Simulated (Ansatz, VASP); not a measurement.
## AlNi in VASP and in Ansatz

File INCAR:

```
SYSTEM = AlNi
ALGO = Fast
EDIFF = 1E-7
ENCUT = 520
GGA = PE
ISIF = 2
ISMEAR = 0
LASPH = .True.
LCHARG = .False.
LREAL = .False.
LWAVE = .False.
NBANDS = 14
NELM = 80
PREC = Accurate
SIGMA = 0.15
```

KPOINTS

```
k-points
0
Gamma
  20 20 20
  0 0 0
```

Contents of POSCAR:

```
AlNi
1.0
    2.9654106162      0.0000000000      0.0000000000
    0.0000000000      2.9654106162      0.0000000000
    0.0000000000      0.0000000000      2.8207564398
Al Ni
1 1
Direct
    0.0000000000      0.0000000000      0.0000000000
    0.5000000000      0.5000000000      0.5000000000
```

Input for Ansatz:

```yaml
crystal:
  lattice:
    - [2.9654106162, 0.0, 0.0]
    - [0.0, 2.9654106162, 0.0]
    - [0.0, 0.0, 2.8207564398]
  atoms:
    - { symbol: Al, position: [0.0, 0.0, 0.0] }
    - { symbol: Ni, position: [0.5, 0.5, 0.5] }
basis:
  ecutwfc: 420
kpoints:
  mp_grid: { grid: [20, 20, 20] }
hamiltonian:
  xc: pbe
scf:
  occupations: { method: gaussian, width: 0.15 }
output:
  forces: true
  stress: true
  eigenvalues: true
```

Change from the starting cell: strain +0.025 along x and y, -0.025 along z, atoms carried along.

Alike in both runs: task single point; functional PBE; k mesh 20 × 20 × 20; occupations gaussian, width 0.15 eV; no spin polarisation.

|  | VASP | Ansatz |
| --- | --- | --- |
| version | VASP 6.6.1 | Ansatz 0.2.0 |
| potentials or method | VASP PAW PBE potentials, release 64 (Al, Ni), cutoff 520 eV | scalar-relativistic, plane waves, PAW |
| valence electrons in the cell | 13 | 21 |

|  | VASP | Ansatz | Ansatz less VASP |
| --- | --- | --- | --- |
| gap on the k mesh at the Fermi level (eV) | none | none | - |
| pressure (GPa) | -3.6 | -3.5 | +0.06 |
| traceless stress, the component that is largest in VASP (GPa) | 2.59 | 2.53 | -0.052 |

A gap of «none» marks a metal or a gap that the smearing closes. VASP's potentials hold 13 valence electrons a cell and Ansatz's 21, so a difference there can come from the potentials and not from the codes.
